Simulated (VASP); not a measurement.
# Ti3O5 (C2/m) in VASP: single point with PBEsol

Aim: the single point of Ti3O5 with PBEsol.

All numbers are computed with VASP 6.6.1; they aren't measurements. Logs are shortened: lines on timing, memory, paths and dates and some standing lists are left out, and cuts for length are marked.

### 1 The cell of the first run

The structure is monoclinic, space group C2/m (No. 12). Conventional cell: a = 9.752 Å, b = 3.802 Å, c = 9.442 Å, α = 90.00°, β = 91.92°, γ = 90.00°. Ti (site symmetry m) has 6 O at 1.94 to 2.19 Å within 2.6 Å. Ti (site symmetry m) has 6 O at 1.89 to 2.17 Å within 2.5 Å. Within 2.6 Å of Ti (site symmetry m) lie 6 O at 1.95 to 2.14 Å. Within 2.6 Å of O (site symmetry m) lie 4 Ti at 1.98 to 2.19 Å. Within 2.5 Å of O (site symmetry m) lie 3 Ti at 1.89 to 1.96 Å. O (site symmetry m) has 4 Ti at 1.95 to 2.16 Å and 2 O at 2.59 Å within 2.6 Å. Within 2.6 Å of O (site symmetry m) lie 3 Ti at 1.94 to 2.03 Å and 2 O at 2.59 Å. Within 2.6 Å of O (site symmetry m) lie 4 Ti at 1.95 to 2.17 Å.

### 2 Single point, PBEsol

INCAR reads:

```
PREC = Accurate ; ENCUT = 520
EDIFF = 1E-6 ; ISMEAR = 0
SIGMA = 0.1 ; LREAL = Auto
LASPH = T ; NELM = 60
ALGO = Normal ; ISIF = 2
LWAVE = F ; LCHARG = F
GGA = PS ; NBANDS = 80
```

KPOINTS reads:

```
Automatic mesh
0
Gamma
  10 10 4
```

POSCAR reads:

```
Ti3O5
1.0
    4.8760000000     -1.9010000000      0.0000000000
    4.8760000000      1.9010000000      0.0000000000
   -0.3163452429      0.0000000000      9.4366990885
Ti O
6 10
Direct
    0.0595605017      0.0595605017      0.3626780260
    0.9404394983      0.9404394983      0.6373219740
    0.7842515404      0.7842515404      0.2590145358
    0.2157484596      0.2157484596      0.7409854642
    0.1309883038      0.1309883038      0.0440999560
    0.8690116962      0.8690116962      0.9559000440
    0.9604386522      0.9604386522      0.1515763970
    0.0395613478      0.0395613478      0.8484236030
    0.8755828861      0.8755828861      0.4390811581
    0.1244171139      0.1244171139      0.5609188419
    0.2440439998      0.2440439998      0.2414665385
    0.7559560002      0.7559560002      0.7585334615
    0.5944653128      0.5944653128      0.3403380727
    0.4055346872      0.4055346872      0.6596619273
    0.6755105969      0.6755105969      0.0552043022
    0.3244894031      0.3244894031      0.9447956978
```

Potentials or basis: VASP PAW PBE potentials, release 64 (Ti_sv, O).

Started as:

```console
cat potpaw_PBE.64/Ti_sv/POTCAR potpaw_PBE.64/O/POTCAR > POTCAR
mpirun -np 1 vasp_std > vasp.out
```

OUTCAR:

```text
PREC = Accurate
   ENCUT = 520
   EDIFF = 1E-6
   ISMEAR = 0
   LREAL = Auto
   LASPH = T
   NELM = 60
   ISIF = 2
   GGA = PS

 ion  position               nearest neighbor table
   1  0.060  0.060  0.363-  13 1.94  13 1.94  10 1.96   9 1.96  11 2.16   7 2.19   3 2.83   2 2.88

   2  0.940  0.940  0.637-  14 1.94  14 1.94   9 1.96  10 1.96  12 2.16   8 2.19   4 2.83   1 2.88

   3  0.784  0.784  0.259-   9 1.89  11 1.95  11 1.95   7 2.02  13 2.03  15 2.17   1 2.83
   4  0.216  0.216  0.741-  10 1.89  12 1.95  12 1.95   8 2.02  14 2.03  16 2.17   2 2.83
   5  0.131  0.131  0.044-  15 1.95  15 1.95   7 1.98   8 2.02  11 2.13  16 2.14   6 2.66
   6  0.869  0.869  0.956-  16 1.95  16 1.95   8 1.98   7 2.02  12 2.13  15 2.14   5 2.66
   7  0.960  0.960  0.152-   5 1.98   3 2.02   6 2.02   1 2.19
   8  0.040  0.040  0.848-   6 1.98   4 2.02   5 2.02   2 2.19
   9  0.876  0.876  0.439-   3 1.89   2 1.96   1 1.96
  10  0.124  0.124  0.561-   4 1.89   1 1.96   2 1.96
  11  0.244  0.244  0.241-   3 1.95   3 1.95   5 2.13   1 2.16
  12  0.756  0.756  0.759-   4 1.95   4 1.95   6 2.13   2 2.16
  13  0.594  0.594  0.340-   1 1.94   1 1.94   3 2.03
  14  0.406  0.406  0.660-   2 1.94   2 1.94   4 2.03
  15  0.676  0.676  0.055-   5 1.95   5 1.95   6 2.14   3 2.17
  16  0.324  0.324  0.945-   6 1.95   6 1.95   5 2.14   4 2.17

  LATTYP: Found a base centered monoclinic cell.
 ALAT       =     9.7520000000
 B/A-ratio  =     0.3898687449
 C/A-ratio  =     0.9682116489
 COS(beta)  =    -0.0335040503

  Lattice vectors:

 A1 = (   4.8760000000,  -1.9010000000,   0.0000000000)
 A2 = (   4.8760000000,   1.9010000000,   0.0000000000)
 A3 = (  -0.3163452429,   0.0000000000,   9.4366990885)

Analysis of symmetry for initial positions (statically):
=====================================================================
 Subroutine PRICEL returns:
 Original cell was already a primitive cell.

 Routine SETGRP: Setting up the symmetry group for a
 base centered monoclinic supercell.

 Subroutine GETGRP returns: Found  4 space group operations
 (whereof  4 operations were pure point group operations)
 out of a pool of  4 trial point group operations.

The static configuration has the point symmetry C_2h.

Analysis of symmetry for dynamics (positions and initial velocities):
=====================================================================
 Subroutine PRICEL returns:
 Original cell was already a primitive cell.

 Routine SETGRP: Setting up the symmetry group for a
 base centered monoclinic supercell.

 Subroutine GETGRP returns: Found  4 space group operations
 (whereof  4 operations were pure point group operations)
 out of a pool of  4 trial point group operations.

The dynamic configuration has the point symmetry C_2h.

 Subroutine INISYM returns: Found  4 space group operations
 (whereof  4 operations are pure point group operations),
 and found     1 'primitive' translations

----------------------------------------------------------------------------------------

                                     Primitive cell

  volume of cell :     174.9427

  direct lattice vectors                    reciprocal lattice vectors
     4.876000000 -1.901000000  0.000000000     0.102543068 -0.263019463  0.003437538
     4.876000000  1.901000000  0.000000000     0.102543068  0.263019463  0.003437538
    -0.316345243  0.000000000  9.436699088     0.000000000  0.000000000  0.105969258

  length of vectors
     5.233467015  5.233467015  9.442000000     0.282322751  0.282322751  0.105969258

  position of ions in fractional coordinates (direct lattice)
     0.059560502  0.059560502  0.362678026
     0.940439498  0.940439498  0.637321974
     0.784251540  0.784251540  0.259014536
     0.215748460  0.215748460  0.740985464
     0.130988304  0.130988304  0.044099956
     0.869011696  0.869011696  0.955900044
[... 8 lines left out ...]
     0.675510597  0.675510597  0.055204302
     0.324489403  0.324489403  0.944795698

  ion indices of the primitive-cell ions
   primitive index   ion index
                 1           1
                 2           2
                 3           3
                 4           4
                 5           5
                 6           6
[... 8 lines left out ...]
                15          15
                16          16

----------------------------------------------------------------------------------------

 KPOINTS: Automatic mesh

Automatic generation of k-mesh.
 Grid dimensions read from file:
 generate k-points for:   10   10    4

 Generating k-lattice:

  Cartesian coordinates                     Fractional coordinates (reciprocal lattice)
     0.010254307 -0.026301946  0.000343754     0.100000000  0.000000000  0.000000000
     0.010254307  0.026301946  0.000343754     0.000000000  0.100000000  0.000000000
     0.000000000  0.000000000  0.026492314     0.000000000  0.000000000  0.250000000

  Length of vectors
     0.028232275  0.028232275  0.026492314

  Shift w.r.t. Gamma in fractional coordinates (k-lattice)
     0.000000000  0.000000000  0.000000000

 Subroutine IBZKPT returns following result:
 ===========================================

 Found    117 irreducible k-points:

 Following reciprocal coordinates:
            Coordinates               Weight
  0.000000  0.000000  0.000000      1.000000
  0.100000 -0.000000  0.000000      4.000000
  0.200000 -0.000000  0.000000      4.000000
  0.300000  0.000000  0.000000      4.000000
  0.400000 -0.000000  0.000000      4.000000
  0.500000 -0.000000  0.000000      2.000000
[... 16 lines left out ...]
  0.300000  0.300000  0.000000      2.000000
  0.400000  0.300000  0.000000      4.000000
 [... further k-points ...]
   k-points           NKPTS =    117   k-points in BZ     NKDIM =    117   number of bands    NBANDS=     80
   number of dos      NEDOS =    301   number of ions     NIONS =     16
   total plane-waves  NPLWV = 112000
   dimension x,y,z NGX =    40 NGY =   40 NGZ =   70
   dimension x,y,z NGXF=    80 NGYF=   80 NGZF=  140
   ions per type =               6  10
   NGX,Y,Z   is equivalent  to a cutoff of  12.71, 12.71, 12.32 a.u.
   NGXF,Y,Z  is equivalent  to a cutoff of  25.41, 25.41, 24.65 a.u.
 SYSTEM =  unknown system
   PREC   = accura    normal or accurate (medium, high low for compatibility)
   ISTART =      0    job   : 0-new  1-cont  2-samecut
   ICHARG =      2    charge: 1-file 2-atom 10-const
   ISPIN  =      1    spin polarized calculation?
   LNONCOLLINEAR =      F non collinear calculations
   LSORBIT =      F    spin-orbit coupling
   LASPH  =      T    aspherical Exc in radial PAW
   ENCUT  =  520.0 eV  38.22 Ry    6.18 a.u.   9.73  9.73 17.56*2*pi/ulx,y,z
   NELM   =     60;   NELMIN=  2; NELMDL= -5     # of ELM steps
   EDIFF  = 0.1E-05   stopping-criterion for ELM
   LREAL  =      T    real-space projection
   EDIFFG = 0.1E-04   stopping-criterion for IOM
   NSW    =      0    number of steps for IOM
   IBRION =     -1    ionic relax: 0-MD 1-quasi-New 2-CG
   NFREE  =      0    steps in history (QN), initial steepest desc. (CG)
   ISIF   =      2    stress and relaxation
   ISYM   =      2    0-nonsym 1-usesym 2-fastsym
   POTIM  = 0.5000    time-step for ionic-motion
   TEBEG  =    0.0;   TEEND  =   0.0 temperature during run
   PSTRESS=    0.0 pullay stress
   NELECT =     132.0000    total number of electrons
   NUPDOWN=      -1.0000    fix difference up-down
   EMIN   =  10.00;   EMAX   =-10.00  energy-range for DOS
   EFERMI =   0.00;   METHOD = LEGACY
   ISMEAR =     0;   SIGMA  =   0.10  broadening in eV -4-tet -1-fermi 0-gaus
   EFERMI_NEDOS =   21; number of points for ismear=-14 and -15
   IALGO  =     38    algorithm
   IMIX   =      4    mixing-type and parameters
     AMIX     =   0.40;   BMIX     =  1.00
     AMIX_MAG =   1.60;   BMIX_MAG =  1.00
  volume/ion in A,a.u.               =      10.93        73.79
  Fermi-wavevector in a.u.,A,eV,Ry     =   1.490393  2.816435 30.222235  2.221272
  Thomas-Fermi vector in A             =   2.603181
   LORBIT       =      0    0 simple, 1 ext, 2 COOP (PROOUT), +10 PAW based schemes
   GGA     = PS    functional components
   LHFCALC =     F    Hartree Fock is set to
   AEXX    =    0.0000 exact exchange contribution
   IVDW    =     0    specifies the selected vdW correction
   LEPSILON=     F    determine dielectric tensor
   LRPA    =     F    only Hartree local field effects (RPA)
 non-spin polarized calculation
 Gauss-broadening in eV      SIGMA  =   0.10
  energy-cutoff  :      520.00
  volume of cell :      174.94
 maximum number of plane-waves:      4743
   NGX = 19   NGY = 19   NGZ = 35

 number of electron     132.0000003 magnetization

 Free energy of the ion-electron system (eV)
  ---------------------------------------------------
  ext. energy  EPLUGINS =         0.00000000
  ---------------------------------------------------
  free energy    TOTEN  =      -150.82989179 eV

  energy without entropy =     -150.78455010  energy(sigma->0) =     -150.80722094

 E-fermi :   7.3461     XC(G=0): -11.5101

 val. band max:        7.3460540870   @ k =   0.4000   0.1000   0.2500
 cond. band min:       7.3494391864   @ k =   0.5000   0.3000   0.5000
 fundamental gap:      0.0033850994
 Fermi energy:         7.3460729129

 k-point     1 :       0.0000    0.0000    0.0000
  band No.  band energies     occupation
      1     -51.0357      2.00000
      2     -51.0325      2.00000
      3     -50.8889      2.00000
      4     -50.8620      2.00000
      5     -50.8238      2.00000
      6     -50.7433      2.00000
[... 70 lines left out ...]
     77       8.6677      0.00000
     78       8.6703      0.00000

 k-point     2 :       0.1000   -0.0000    0.0000
  band No.  band energies     occupation
      1     -51.0350      2.00000
      2     -51.0320      2.00000
      3     -50.8891      2.00000
      4     -50.8621      2.00000
      5     -50.8228      2.00000
      6     -50.7440      2.00000
[... 70 lines left out ...]
     77       8.6565      0.00000
     78       8.6669      0.00000
[... 1699 lines left out ...]
     77       8.7476      0.00000
     78       8.8560      0.00000

 k-point    24 :       0.4000    0.3000    0.0000
  band No.  band energies     occupation
      1     -51.0301      2.00000
      2     -51.0285      2.00000
      3     -50.8939      2.00000
      4     -50.8658      2.00000
      5     -50.8093      2.00000
      6     -50.7578      2.00000
[... 70 lines left out ...]
     77       8.7029      0.00000
     78       8.7526      0.00000

 [... further k-points ...]

 [bands above 78 left out]

------------------------ aborting loop because EDIFF is reached ----------------------------------------

  FORCE on cell =-STRESS in cart. coord.  units (eV):
  Direction    XX          YY          ZZ          XY          YZ          ZX
  --------------------------------------------------------------------------------------
  -------------------------------------------------------------------------------------
  Total       -2.8547622     -0.5542418     -6.4498736      0.0000000      0.0000000      0.7813517
  in kB      -26.1447563     -5.0759102    -59.0698501      0.0000000      0.0000000      7.1558501
  external PRESSURE =     -30.0968388 kB  Pullay stress =       0.0000000 kB

 VOLUME and BASIS-vectors are now :
 -----------------------------------------------------------------------------
  energy-cutoff  :      520.00
  volume of cell :      174.94
      direct lattice vectors                 reciprocal lattice vectors
     4.876000000 -1.901000000  0.000000000     0.102543068 -0.263019463  0.003437538
     4.876000000  1.901000000  0.000000000     0.102543068  0.263019463  0.003437538
    -0.316345243  0.000000000  9.436699088     0.000000000  0.000000000  0.105969258

 POSITION                                       TOTAL-FORCE (eV/Angst)
 -----------------------------------------------------------------------------------
      0.46610      0.00000      3.42248         0.010129      0.000000     -0.020771
      8.96955      0.00000      6.01422        -0.010129      0.000000      0.020771
      7.56608      0.00000      2.44424        -0.002092      0.000000     -0.023066
      1.86957      0.00000      6.99246         0.002092      0.000000      0.023066
      1.26345      0.00000      0.41616         0.003399      0.000000      0.002416
      8.17221      0.00000      9.02054        -0.003399      0.000000     -0.002416
[... 8 lines left out ...]
      6.57012      0.00000      0.52095        -0.004992      0.000000     -0.009763
      2.86554      0.00000      8.91575         0.004992      0.000000      0.009763
 -----------------------------------------------------------------------------------
    total drift:                                0.000000     -0.000000      0.000000

  FREE ENERGIE OF THE ION-ELECTRON SYSTEM (eV)
  ---------------------------------------------------
  free  energy   TOTEN  =      -150.8298917917 eV

  energy  without entropy=     -150.7845500950  energy(sigma->0) =     -150.80722094
```

Wall time 48 min (1 thread of Intel Xeon 6975P-C (Granite Rapids), shared host); peak memory 0.99 GiB.

Results:

```
Free energy            : -150.8299 eV
Pressure               : -3.0 GPa
Largest force          : 0.040 eV/Å
Band gap on the k mesh : zero (band 66 reaches 7.61 eV, above the bottom of band 67 at 7.12 eV)
```

Forces on the atoms (eV/Å):
```
Ti   0.010  0.000 -0.021
Ti  -0.010  0.000  0.021
Ti  -0.002  0.000 -0.023
Ti   0.002  0.000  0.023
Ti   0.003  0.000  0.002
Ti  -0.003  0.000 -0.002
O    0.000  0.000  0.013
O    0.000  0.000 -0.013
O   -0.029  0.000  0.028
O    0.029  0.000 -0.028
O    0.007  0.000  0.006
O   -0.007  0.000 -0.006
O   -0.009  0.000  0.001
O    0.009  0.000 -0.001
O   -0.005  0.000 -0.010
O    0.005  0.000  0.010
```

Stress tensor (GPa, compression positive):
```
-2.61  0.00  0.72
 0.00 -0.51  0.00
 0.72  0.00 -5.91
```

Caveat: the PAW data sets were made with another functional, which shifts forces and pressure a little; semilocal functionals often make such compounds metallic where correlation or magnetic order opens a gap, which also shifts bond lengths.
